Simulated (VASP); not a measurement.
Here is a VASP 6.6.1 calculation.

File INCAR:

```
SYSTEM = AlAs
ALGO = Normal
DIPOL = 0.5 0.5 0.290
EDIFF = 1E-6
ENCUT = 400
GGA = PE
GGA_COMPAT = .False.
IDIPOL = 3
ISIF = 2
ISMEAR = 0
LASPH = .True.
LCHARG = .True.
LDIPOL = .True.
LELF = .True.
LREAL = .False.
LVACPOTAV = .True.
LVHAR = .True.
LWAVE = .False.
NBANDS = 16
NELM = 120
NELMDL = -8
PREC = Accurate
SIGMA = 0.05
```

KPOINTS

```
k-points
0
Gamma
  9 9 1
  0 0 0
```

Contents of POSCAR:

```
AlAs
1.0
    4.0498608267      0.0000000000      0.0000000000
   -2.0249304133      3.5072823577      0.0000000000
    0.0000000000      0.0000000000     21.0833431957
As Al
2 2
Direct
    0.0000000000      0.0000000000      0.1897232314
    0.3333333333      0.6666666667      0.3567836672
    0.3333333333      0.6666666667      0.2289330651
    0.6666666667      0.3333333333      0.3833994979
```

Potentials or basis: VASP PAW PBE potentials, release 64 (As, Al).

Command:

```console
$ cat potpaw_PBE.64/As/POTCAR potpaw_PBE.64/Al/POTCAR > POTCAR
$ mpirun -np 1 vasp_std > vasp.out
```

(1) What does it give for the largest force?

(2) Predict the band gap on the k mesh.

## Answers

(1) 0.707 eV/Å.

(2) 0.19 eV, indirect (least direct gap 0.41 eV).
